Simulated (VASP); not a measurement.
# Re (Fm-3m) in VASP: further runs

Re is run at these levels: PBE; tasks: single point.

All numbers are computed with VASP 6.6.1; they aren't measurements. Logs are shortened: lines on timing, memory, paths and dates and some standing lists are left out, and cuts for length are marked.

## (1) The cell of the first run

The structure is cubic, space group Fm-3m (No. 225). The conventional cell has a = 3.873 Å, b = 3.873 Å, c = 3.873 Å, α = 90.00°, β = 90.00°, γ = 90.00°. Re (site symmetry m-3m) has 12 Re at 2.74 Å within 3.6 Å.

## (2) Single point, PBE (volume 14.526 Å^3 an atom, c/a of the conventional cell 1.0000)

Input file INCAR:

```
SYSTEM = Re
PREC = Accurate
ENCUT = 520
EDIFF = 1E-6
ISMEAR = 0
SIGMA = 0.15
LREAL = .FALSE.
LASPH = .TRUE.
NELM = 100
ALGO = Normal
ISIF = 2
LWAVE = .FALSE.
LCHARG = .TRUE.
GGA = PE
LELF = .TRUE.
LVHAR = .TRUE.
NBANDS = 10
```

Input file KPOINTS:

```
Automatic mesh
0
G
  10 10 10
  0 0 0
```

Input file POSCAR:

```
Re
1.0
    0.0000000000      1.9365944433      1.9365944433
    1.9365944433      0.0000000000      1.9365944433
    1.9365944433      1.9365944433      0.0000000000
Re
1
Direct
    0.0000000000      0.0000000000      0.0000000000
```

Potentials or basis: VASP PAW PBE potentials, release 64 (Re).

Launch:

```sh
$ cat potpaw_PBE.64/Re/POTCAR > POTCAR
$ mpirun -np 1 vasp_std > vasp.out
```

OUTCAR:

```text
SYSTEM = Re
   PREC = Accurate
   ENCUT = 520
   EDIFF = 1E-6
   ISMEAR = 0
   LREAL = .FALSE.
   LASPH = .TRUE.
   NELM = 100
   ISIF = 2
   GGA = PE

 ion  position               nearest neighbor table
   1  0.000  0.000  0.000-

  LATTYP: Found a face centered cubic cell.
 ALAT       =     3.8731888866

  Lattice vectors:

 A1 = (   0.0000000000,   1.9365944433,   1.9365944433)
 A2 = (   1.9365944433,   0.0000000000,   1.9365944433)
 A3 = (   1.9365944433,   1.9365944433,   0.0000000000)

Analysis of symmetry for initial positions (statically):
=====================================================================
 Subroutine PRICEL returns:
 Original cell was already a primitive cell.

 Routine SETGRP: Setting up the symmetry group for a
 face centered cubic supercell.

 Subroutine GETGRP returns: Found 48 space group operations
 (whereof 48 operations were pure point group operations)
 out of a pool of 48 trial point group operations.

The static configuration has the point symmetry O_h .

Analysis of symmetry for dynamics (positions and initial velocities):
=====================================================================
 Subroutine PRICEL returns:
 Original cell was already a primitive cell.

 Routine SETGRP: Setting up the symmetry group for a
 face centered cubic supercell.

 Subroutine GETGRP returns: Found 48 space group operations
 (whereof 48 operations were pure point group operations)
 out of a pool of 48 trial point group operations.

The dynamic configuration has the point symmetry O_h .

 Subroutine INISYM returns: Found 48 space group operations
 (whereof 48 operations are pure point group operations),
 and found     1 'primitive' translations

----------------------------------------------------------------------------------------

                                     Primitive cell

  volume of cell :      14.5260

  direct lattice vectors                    reciprocal lattice vectors
     0.000000000  1.936594443  1.936594443    -0.258185188  0.258185188  0.258185188
     1.936594443  0.000000000  1.936594443     0.258185188 -0.258185188  0.258185188
     1.936594443  1.936594443  0.000000000     0.258185188  0.258185188 -0.258185188

  length of vectors
     2.738758127  2.738758127  2.738758127     0.447189863  0.447189863  0.447189863

  position of ions in fractional coordinates (direct lattice)
     0.000000000  0.000000000  0.000000000

[... 79 lines left out ...]
   IBRION =     -1    ionic relax: 0-MD 1-quasi-New 2-CG
   NFREE  =      0    steps in history (QN), initial steepest desc. (CG)
   ISIF   =      2    stress and relaxation
   ISYM   =      2    0-nonsym 1-usesym 2-fastsym
   POTIM  = 0.5000    time-step for ionic-motion
   TEBEG  =    0.0;   TEEND  =   0.0 temperature during run
   PSTRESS=    0.0 pullay stress
   NELECT =       7.0000    total number of electrons
   NUPDOWN=      -1.0000    fix difference up-down
   EMIN   =  10.00;   EMAX   =-10.00  energy-range for DOS
   EFERMI =   0.00;   METHOD = LEGACY
   ISMEAR =     0;   SIGMA  =   0.15  broadening in eV -4-tet -1-fermi 0-gaus
   EFERMI_NEDOS =   21; number of points for ismear=-14 and -15
   IALGO  =     38    algorithm
   IMIX   =      4    mixing-type and parameters
     AMIX     =   0.40;   BMIX     =  1.00
     AMIX_MAG =   1.60;   BMIX_MAG =  1.00
  volume/ion in A,a.u.               =      14.53        98.03
  Fermi-wavevector in a.u.,A,eV,Ry     =   1.283489  2.425443 22.413477  1.647344
  Thomas-Fermi vector in A             =   2.415739
   LORBIT       =      0    0 simple, 1 ext, 2 COOP (PROOUT), +10 PAW based schemes
   GGA     = PE    functional components
   LHFCALC =     F    Hartree Fock is set to
   AEXX    =    0.0000 exact exchange contribution
   IVDW    =     0    specifies the selected vdW correction
   LEPSILON=     F    determine dielectric tensor
   LRPA    =     F    only Hartree local field effects (RPA)
 non-spin polarized calculation
 Gauss-broadening in eV      SIGMA  =   0.15
  energy-cutoff  :      520.00
  volume of cell :       14.53
 maximum number of plane-waves:       399
   NGX = 11   NGY = 11   NGZ = 11

 number of electron       7.0000001 magnetization

 Free energy of the ion-electron system (eV)
  ---------------------------------------------------
  ext. energy  EPLUGINS =         0.00000000
  ---------------------------------------------------
  free energy    TOTEN  =       -12.36042848 eV

  energy without entropy =      -12.34767102  energy(sigma->0) =      -12.35404975

 E-fermi :   8.3538     XC(G=0): -13.8012

 val. band max:        8.3316408345   @ k =   0.3000   0.2000   0.0000
 cond. band min:       8.3605041021   @ k =  -0.3000   0.3000   0.1000
 fundamental gap:      0.0288632676
 Fermi energy:         8.3538365672

 k-point     1 :       0.0000    0.0000    0.0000
  band No.  band energies     occupation
      1      -1.9078      2.00000
      2       6.3701      2.00000
      3       6.3701      2.00000
      4       6.3701      2.00000
      5       9.6206      0.00000
      6       9.6206      0.00000
      7      22.2452      0.00000
      8      27.9698      0.00000
      9      27.9698      0.00000
     10      27.9698      0.00000
[... 287 lines left out ...]
 k-point    24 :       0.4000    0.3000    0.0000
  band No.  band energies     occupation
      1       2.0587      2.00000
      2       3.1107      2.00000
      3       7.3116      2.00000
      4       9.9102      0.00000
      5      11.6079      0.00000
      6      12.0604      0.00000
      7      22.5991      0.00000
      8      24.6371      0.00000
      9      26.2584      0.00000
     10      30.5130      0.00000

 [... further k-points ...]

------------------------ aborting loop because EDIFF is reached ----------------------------------------

  FORCE on cell =-STRESS in cart. coord.  units (eV):
  Direction    XX          YY          ZZ          XY          YZ          ZX
  --------------------------------------------------------------------------------------
  -------------------------------------------------------------------------------------
  Total        1.1001255      1.1001255      1.1001255     -0.0000000     -0.0000000     -0.0000000
  in kB      121.3407747    121.3407747    121.3407747     -0.0000000     -0.0000000     -0.0000000
  external PRESSURE =     121.3407747 kB  Pullay stress =       0.0000000 kB

 VOLUME and BASIS-vectors are now :
 -----------------------------------------------------------------------------
  energy-cutoff  :      520.00
  volume of cell :       14.53
      direct lattice vectors                 reciprocal lattice vectors
     0.000000000  1.936594443  1.936594443    -0.258185188  0.258185188  0.258185188
     1.936594443  0.000000000  1.936594443     0.258185188 -0.258185188  0.258185188
     1.936594443  1.936594443  0.000000000     0.258185188  0.258185188 -0.258185188

 POSITION                                       TOTAL-FORCE (eV/Angst)
 -----------------------------------------------------------------------------------
      0.00000      0.00000      0.00000         0.000000      0.000000      0.000000
 -----------------------------------------------------------------------------------
    total drift:                               -0.000000     -0.000000     -0.000000

  FREE ENERGIE OF THE ION-ELECTRON SYSTEM (eV)
  ---------------------------------------------------
  free  energy   TOTEN  =       -12.3604284786 eV

  energy  without entropy=      -12.3476710152  energy(sigma->0) =      -12.35404975
```

stdout:

```text
POSCAR found type information on POSCAR Re
 POSCAR found :  1 types and       1 ions
 scaLAPACK will be used
 LDA part: xc-table for (Slater+PW92), standard interpolation
 POSCAR, INCAR and KPOINTS ok, starting setup
 FFT: planning ... GRIDC
 FFT: planning ... GRID_SOFT
 FFT: planning ... GRID
 WAVECAR not read
 entering main loop
```

It took 12 s on 1 thread of AMD EPYC 7R13, shared host; peak memory 0.1 GiB.

What came out:

* Free energy: -12.3604 eV
* Pressure: 12.1 GPa

Levels at points of the mesh, in eV from the Fermi level:
```csv
k point,band 1,band 2,band 3,band 4,band 5,band 6,band 7,band 8
"(0.00, 0.00, 0.00)",-10.26,-1.98,-1.98,-1.98,1.27,1.27,13.89,19.62
"(0.50, 0.00, 0.00)",-7.01,-2.20,-2.20,0.20,3.87,3.87,10.14,13.39
"(0.50, 0.50, 0.00)",-6.99,-6.10,2.83,3.82,4.64,4.64,12.36,12.36
```

Caveat: spin-orbit coupling is left out, which moves the levels of the heavy elements.

## (3) Single point, PBE (volume 15.487 Å^3 an atom, c/a of the conventional cell 1.0000)

Input file INCAR:

```
  PREC = Accurate
  ENCUT = 520
  EDIFF = 1E-7
  ISMEAR = 0
  SIGMA = 0.15
  LREAL = False
  LASPH = True
  NELM = 80
  ALGO = Fast
  ISIF = 2
  LWAVE = False
  LCHARG = False
  GGA = PE
  NBANDS = 10
```

Input file KPOINTS:

```
regular mesh
0
Gamma
  10 10 10
```

Input file POSCAR:

```
Re
1.0
    0.0000000000      1.9783923964      1.9783923964
    1.9783923964      0.0000000000      1.9783923964
    1.9783923964      1.9783923964      0.0000000000
Re
1
Direct
    0.0000000000      0.0000000000      0.0000000000
```

Potentials or basis: VASP PAW PBE potentials, release 64 (Re).

Launch:

```sh
$ cat potpaw_PBE.64/Re/POTCAR > POTCAR
$ mpirun -np 1 vasp_std > vasp.out
```

It took 26 s on 1 thread of AMD EPYC 7R13, shared host; peak memory 0.11 GiB.

It converged, with:

| Property | Result |
| --- | --- |
| Free energy | -12.3586 eV |
| Pressure | -11.6 GPa |

Levels at points of the mesh, in eV from the Fermi level:
| k point | band 2 | band 3 | band 4 | band 5 | band 6 | band 7 |
| --- | --- | --- | --- | --- | --- | --- |
| (0.00, 0.00, 0.00) | -1.81 | -1.81 | -1.81 | 1.14 | 1.14 | 13.83 |
| (0.50, 0.00, 0.00) | -2.00 | -2.00 | 0.11 | 3.49 | 3.49 | 9.21 |
| (0.50, 0.50, 0.00) | -5.59 | 2.56 | 3.44 | 4.18 | 4.18 | 11.83 |

Caveat: spin-orbit coupling is left out, which moves the levels of the heavy elements.
